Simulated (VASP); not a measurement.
**Zn: single point with PBE**

Wire: Zn, a wire with vacuum.

```
CELL_PARAMETERS angstrom
9.00000 0.00000 0.00000
0.00000 9.30000 0.00000
0.00000 0.00000 2.59371
ATOMIC_POSITIONS crystal
Zn 0.50000 0.50000 0.00000
```

- Program: VASP 6.6.1
- Task: single point
- Functional: PBE
- Potentials or basis: VASP PAW PBE potentials, release 64 (Zn)
- Cutoff: 520 eV
- k mesh: 1 × 1 × 27
- Occupations: gaussian, width 0.05 eV
- Spin: collinear spin, ferromagnetic start
- Starting moments: [0.5] μB

| Property | Result |
| --- | --- |
| Band gap on the k mesh | 0.29 eV, indirect (least direct gap 1.03 eV) |
| Net moment | 0.00 μB per cell |
| Valence electrons inside the program's atomic spheres | Zn 10.67 |

Levels at points of the mesh, in eV from the valence-band top:
Spin up:
```tsv
k point	band 2	band 3	band 4	band 5	band 6	band 7	band 8	band 9	band 10	band 11
(0.00, 0.00, 0.00)	-7.53	-7.53	-7.12	-7.12	-5.12	0.29	0.31	2.11	3.21	4.35
```
Spin down:
```csv
k point,band 3,band 4,band 5,band 6,band 7,band 8,band 9,band 10
"(0.00, 0.00, 0.00)",-7.53,-7.12,-7.12,-5.12,0.29,0.31,2.12,3.21
```

Wall time 54 s on 1 thread of Intel(R) Xeon(R) 6975P-C (Granite Rapids) (shared host), peak memory 0.39 GiB.
